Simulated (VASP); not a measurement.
Input of a VASP 6.6.1 run:

File POSCAR:

```
Ni
1.0
    0.0000000000      1.7597000000      1.7597000000
    1.7597000000      0.0000000000      1.7597000000
    1.7597000000      1.7597000000      0.0000000000
Ni
1
Direct
    0.0000000000      0.0000000000      0.0000000000
```

The input INCAR.step1:

```
SYSTEM = Ni
PREC = Accurate ; ENCUT = 520
ISMEAR = -1 ; SIGMA = 0.1
LREAL = .FALSE. ; LASPH = .TRUE.
NELM = 150 ; ISPIN = 2
MAGMOM = 2 ; LMAXMIX = 4
NBANDS = 15 ; GGA = PE
ALGO = Normal ; EDIFF = 1E-4
LWAVE = .TRUE. ; LCHARG = .FALSE.
```

INCAR.step2

```
SYSTEM = Ni
PREC = Accurate ; ENCUT = 520
EDIFF = 1E-7 ; ISMEAR = -1
SIGMA = 0.1 ; LREAL = .FALSE.
LASPH = .TRUE. ; NELM = 150
ALGO = Normal ; ISIF = 2
LWAVE = .FALSE. ; LCHARG = .TRUE.
ISPIN = 2 ; MAGMOM = 2
LORBIT = 11 ; LMAXMIX = 4
METAGGA = R2SCAN ; LMIXTAU = .TRUE.
LELF = .TRUE. ; LVHAR = .TRUE.
NBANDS = 15 ; ISTART = 1
```

The input KPOINTS:

```
regular mesh
0
G
  14 14 14
  0 0 0
```

Potentials or basis: VASP PAW PBE potentials, release 64 (Ni).

Run with:

```console
$ cat potpaw_PBE.64/Ni/POTCAR > POTCAR
$ cp INCAR.step1 INCAR
$ mpirun -np 1 vasp_std > vasp.out
$ cp INCAR.step2 INCAR
$ mpirun -np 1 vasp_std > vasp.out
```

Q: Estimate the pressure.

A: -6.4 GPa.

Q: Estimate the site moments.

A: Ni +0.76 μB.

Q: Predict the net moment.

A: 0.74 μB per cell.

Caveat: the PAW data sets were made with another functional, which shifts forces and pressure a little.
